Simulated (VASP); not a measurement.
# Si: single point with LDA

The system is Si.

```
CELL_PARAMETERS angstrom
0.00000 2.62071 3.14380
2.62071 0.00000 3.14380
2.62071 2.62071 0.00000
ATOMIC_POSITIONS crystal
Si 0.50000 0.50000 0.50000
Si 0.75000 0.75000 0.75000
```

This cell differs from its parent crystal: volume 21.592 Å^3 an atom, c/a of the conventional cell 1.1996.

- Program: VASP 6.6.1
- Task: single point
- Functional: LDA
- Potentials or basis: VASP PAW LDA potentials, release 64 (Si)
- Cutoff: 520 eV
- k mesh: 12 × 12 × 12
- Occupations: gaussian, width 0.05 eV
- Spin: no spin polarisation

```
Pressure               : -7.7 GPa
Band gap on the k mesh : zero (band 4 reaches 5.59 eV, above the bottom of band 5 at 5.20 eV)
```

Stress tensor (GPa, compression positive):
```
 -0.81   0.00   0.00
  0.00  -0.81   0.00
  0.00   0.00 -21.45
```

Levels at points of the mesh, in eV from the Fermi level:
```
           k point  band 1  band 2  band 3  band 4  band 5  band 6  band 7  band 8  band 9
(0.00, 0.00, 0.00)  -11.82   -1.35    0.16    0.16    1.42    2.05    2.05    2.68    5.88
(0.50, 0.00, 0.00)   -9.62   -7.01   -2.33   -0.56   -0.01    3.28    3.61    7.28    9.02
(0.50, 0.50, 0.00)   -8.58   -8.58   -2.07   -2.07    1.35    1.35    8.82    8.82    9.79
(0.50, 0.00, 0.50)   -7.58   -7.58   -3.35   -3.35   -0.03   -0.03    7.30    7.30    9.26
```

Run time: 34 s on 1 thread of Intel(R) Xeon(R) Platinum 8559C (Emerald Rapids), on a shared host, peak memory 0.17 GiB.
